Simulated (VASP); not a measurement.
A run of VASP 6.6.1 is set up as follows.

INCAR

```
PREC     = Accurate       # precision mode
ENCUT    = 520            # plane-wave cutoff, eV
EDIFF    = 1E-6           # SCF threshold, eV
ISMEAR   = 0              # smearing method
SIGMA    = 0.05           # smearing width, eV
LREAL    = F              # projectors in reciprocal space
LASPH    = T              # aspherical terms in the spheres
NELM     = 60             # most SCF steps
ALGO     = Normal         # electronic algorithm
ISIF     = 2              # what is computed and relaxed
LWAVE    = F              # write WAVECAR
LCHARG   = T              # write CHGCAR
GGA      = PE             # functional
LELF     = T              # ELF
LVHAR    = T            
NBANDS   = 27             # bands
```

The input KPOINTS:

```
regular mesh
0
Gamma
  8 8 8
```

File POSCAR:

```
KTaO3
1.0
    4.0033429269      0.2502089329      0.2502089329
    0.2502089329      4.0033429269      0.2502089329
    0.2502089329      0.2502089329      4.0033429269
K Ta O
1 1 3
Direct
    0.5000000000      0.5000000000      0.5000000000
    0.0000000000      0.0000000000      0.0000000000
    0.5000000000      0.0000000000      0.0000000000
    0.0000000000      0.5000000000      0.0000000000
    0.0000000000      0.0000000000      0.5000000000
```

Potentials or basis: VASP PAW PBE potentials, release 64 (K_sv, Ta_pv, O).

Command:

```console
$ cat potpaw_PBE.64/K_sv/POTCAR potpaw_PBE.64/Ta_pv/POTCAR potpaw_PBE.64/O/POTCAR > POTCAR
$ mpirun -np 1 vasp_std > vasp.out
```

(1) Predict the band gap on the k mesh.

(2) Predict the pressure.

## Answers

(1) 1.54 eV, indirect (least direct gap 1.86 eV).

(2) 5.6 GPa.

Caveat: spin-orbit coupling is left out, which moves the levels of the heavy elements.
